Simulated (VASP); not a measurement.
# GePt (Pnma) in VASP: notebook, part 2 of 2

VASP 6.6.1.

## (4) Relaxation of cell and atoms, PBE

The input, INCAR:

```
SYSTEM = GePt
ALGO = Normal ; EDIFF = 1E-7
EDIFFG = -0.04 ; ENCUT = 600
GGA = PE ; IBRION = 2
ISIF = 3 ; ISMEAR = 0
LASPH = .TRUE. ; LCHARG = .FALSE.
LREAL = .FALSE. ; LWAVE = .FALSE.
NELM = 100 ; NSW = 90
PREC = Accurate ; SIGMA = 0.1
```

The input, KPOINTS:

```
k-points
0
G
  4 6 4
  0 0 0
```

The input, POSCAR:

```
GePt
1.0
    5.7320000000      0.0000000000      0.0000000000
    0.0000000000      3.7010000000      0.0000000000
    0.0000000000      0.0000000000      6.0880000000
Ge Pt
4 4
Direct
    0.8050000000      0.7500000000      0.5900000000
    0.1950000000      0.2500000000      0.4100000000
    0.6950000000      0.2500000000      0.0900000000
    0.3050000000      0.7500000000      0.9100000000
    0.9900000000      0.7500000000      0.1950000000
    0.0100000000      0.2500000000      0.8050000000
    0.5100000000      0.2500000000      0.6950000000
    0.4900000000      0.7500000000      0.3050000000
```

Potentials or basis: VASP PAW PBE potentials, release 64 (Ge_d, Pt).

Launch:

```
$ cat potpaw_PBE.64/Ge_d/POTCAR potpaw_PBE.64/Pt/POTCAR > POTCAR
$ mpirun -np 1 vasp_std > vasp.out
```

OUTCAR:

```text
SYSTEM = GePt
   EDIFF = 1E-7
   EDIFFG = -0.04
   ENCUT = 600
   GGA = PE
   IBRION = 2
   ISIF = 3
   ISMEAR = 0
   LASPH = .TRUE.
   LREAL = .FALSE.
   NELM = 100
   NSW = 90
   PREC = Accurate

 ion  position               nearest neighbor table
   1  0.805  0.750  0.590-   8 2.50   6 2.55   6 2.55   7 2.59   7 2.59   5 2.63
   2  0.195  0.250  0.410-   7 2.50   5 2.55   5 2.55   8 2.59   8 2.59   6 2.63
   3  0.695  0.250  0.090-   6 2.50   8 2.55   8 2.55   5 2.59   5 2.59   7 2.63
   4  0.305  0.750  0.910-   5 2.50   7 2.55   7 2.55   6 2.59   6 2.59   8 2.63
   5  0.990  0.750  0.195-   4 2.50   2 2.55   2 2.55   3 2.59   3 2.59   1 2.63   8 2.94   8 2.94
                             6 3.01   6 3.01
   6  0.010  0.250  0.805-   3 2.50   1 2.55   1 2.55   4 2.59   4 2.59   2 2.63   7 2.94   7 2.94
                             5 3.01   5 3.01
   7  0.510  0.250  0.695-   2 2.50   4 2.55   4 2.55   1 2.59   1 2.59   3 2.63   6 2.94   6 2.94
                             8 3.01   8 3.01
   8  0.490  0.750  0.305-   1 2.50   3 2.55   3 2.55   2 2.59   2 2.59   4 2.63   5 2.94   5 2.94
[... 545 lines left out ...]
  free energy    TOTEN  =       -46.20049357 eV

  energy without entropy =      -46.18527722  energy(sigma->0) =      -46.19288539

 E-fermi :   9.1007     XC(G=0): -12.2246

 val. band max:        9.0984786012   @ k =   0.5000   0.1667   0.2500
 cond. band min:       9.1099206597   @ k =   0.0000   0.5000   0.2500
 fundamental gap:      0.0114420585
 Fermi energy:         9.1007321509

 k-point     1 :       0.0000    0.0000    0.0000
  band No.  band energies     occupation
      1     -16.0045      2.00000
      2     -15.9977      2.00000
      3     -15.9965      2.00000
      4     -15.9940      2.00000
      5     -15.9819      2.00000
      6     -15.9721      2.00000
[... 1429 lines left out ...]
     56      13.0706      0.00000
     57      14.1754      0.00000

 [... further k-points ...]
[... 5 lines left out ...]
  --------------------------------------------------------------------------------------
  -------------------------------------------------------------------------------------
  Total        0.0792968      0.0900572      0.0471215      0.0000000      0.0000000      0.0000000
  in kB        0.9426604      1.0705769      0.5601681      0.0000000      0.0000000      0.0000000
  external PRESSURE =       0.8578018 kB  Pullay stress =       0.0000000 kB
[... 23 lines left out ...]
  FREE ENERGIE OF THE ION-ELECTRON SYSTEM (eV)
  ---------------------------------------------------
  free  energy   TOTEN  =       -46.2004935733 eV

  energy  without entropy=      -46.1852772154  energy(sigma->0) =      -46.19288539

 reached required accuracy - stopping structural energy minimisation
```

OSZICAR:

```text
N       E                     dE             d eps       ncg     rms          rms(c)
DAV:   1     0.133610903510E+04    0.13361E+04   -0.45009E+04  5614   0.472E+03
DAV:   2     0.216530224083E+03   -0.11196E+04   -0.10731E+04  4112   0.127E+03
DAV:   3    -0.260651416580E+02   -0.24260E+03   -0.22794E+03  4370   0.277E+02
[... 97 lines left out ...]
DAV:   5    -0.462004990819E+02    0.19340E-04   -0.10278E-03  4535   0.305E-01    0.469E-02
DAV:   6    -0.462004909545E+02    0.81274E-05   -0.62917E-05  5323   0.663E-02    0.166E-02
DAV:   7    -0.462004942134E+02   -0.32589E-05   -0.10269E-05  4410   0.262E-02    0.293E-03
DAV:   8    -0.462004935310E+02    0.68241E-06   -0.18798E-06  4739   0.175E-02    0.123E-03
DAV:   9    -0.462004935733E+02   -0.42279E-07   -0.84132E-08  2290   0.271E-03
   9 F= -.46200494E+02 E0= -.46192885E+02  d E =-.417458E-02
```

Run time: 25 min. Hardware: 1 thread of Intel Xeon 6975P-C (Granite Rapids), shared host; peak memory 0.47 GiB.

What came out:

| Quantity | Value |
| --- | --- |
| Free energy | -46.2005 eV |
| Relaxed volume | 16.85 Å³/atom |
| Relaxed cell | a = 5.834 Å, b = 3.739 Å, c = 6.179 Å, α = 90.00°, β = 90.00°, γ = 90.00° |
| Space group after relaxing (to 0.05 Å) | Pnma (No. 62) |
| Energy gained by relaxing | 25.7 meV/atom |
| Ionic steps | 9 |
| Pressure after relaxing | 0.1 GPa |
| Largest force after relaxing | 0.024 eV/Å |
| Band gap on the k mesh | zero (band 48 reaches 9.80 eV, above the bottom of band 49 at 8.65 eV) |

Forces in eV/Å, atoms in the order of the input:
```
Ge  -0.008  0.000  0.022
Ge   0.008  0.000 -0.022
Ge   0.008  0.000  0.022
Ge  -0.008  0.000 -0.022
Pt   0.010  0.000  0.001
Pt  -0.010  0.000 -0.001
Pt  -0.010  0.000  0.001
Pt   0.010  0.000 -0.001
```

Step by step:
| step | energy change (eV) | largest force (eV/Å) | pressure (GPa) | volume (Å³) |
| --- | --- | --- | --- | --- |
| 1 | 0.0000 | 0.4695 | 8.04 | 129.15 |
| 2 | 0.1429 | 0.2758 | -9.34 | 144.89 |
| 3 | -0.1576 | 0.2320 | -0.45 | 135.40 |
| 4 | -0.1577 | 0.2361 | -0.31 | 135.28 |
| 5 | -0.1740 | 0.1803 | -0.16 | 135.09 |
| 6 | -0.1930 | 0.1895 | 0.38 | 134.59 |
| 7 | -0.2010 | 0.0927 | -0.74 | 135.48 |
| 8 | -0.2011 | 0.0835 | -0.85 | 135.58 |
| 9 | -0.2052 | 0.0237 | 0.09 | 134.78 |

Final structure:
```yaml
crystal:
  lattice:
    - [5.83443, 0.00000, 0.00000]
    - [0.00000, 3.73867, 0.00000]
    - [0.00000, 0.00000, 6.17867]
  atoms:
    - { symbol: Ge, position: [0.81450, 0.75000, 0.58667] }
    - { symbol: Ge, position: [0.18550, 0.25000, 0.41333] }
    - { symbol: Ge, position: [0.68550, 0.25000, 0.08667] }
    - { symbol: Ge, position: [0.31450, 0.75000, 0.91333] }
    - { symbol: Pt, position: [0.00084, 0.75000, 0.19239] }
    - { symbol: Pt, position: [0.99916, 0.25000, 0.80761] }
    - { symbol: Pt, position: [0.49916, 0.25000, 0.69239] }
    - { symbol: Pt, position: [0.50084, 0.75000, 0.30761] }
```

Caveat: spin-orbit coupling is left out, which moves the levels of the heavy elements.

## (5) Overview

| task | cell | cutoff (eV) | gap on the mesh (eV) | pressure (GPa) | largest force (eV/Å) |
| --- | --- | --- | --- | --- | --- |
| single point | a = 5.732, b = 3.701, c = 6.088 Å, 8 atoms | 520 | none | 8.0 | 0.47 |
| single point | a = 5.823, b = 3.747, c = 6.178 Å, 8 atoms | 520 | none | 0.1 | 0.04 |
| relaxation of cell and atoms | relaxed from a = 5.732, b = 3.701, c = 6.088 Å, 8 atoms | 600 | none | 0.1 | 0.02 |

Alike in all rows: level PBE; potentials or basis VASP PAW PBE potentials, release 64 (Ge_d, Pt); no spin polarisation; k mesh 4 × 6 × 4; smearing gaussian 0.1 eV.

Caveats: spin-orbit coupling is left out, which moves the levels of the heavy elements.

Absolute energies hang on the potentials; compare differences alone.
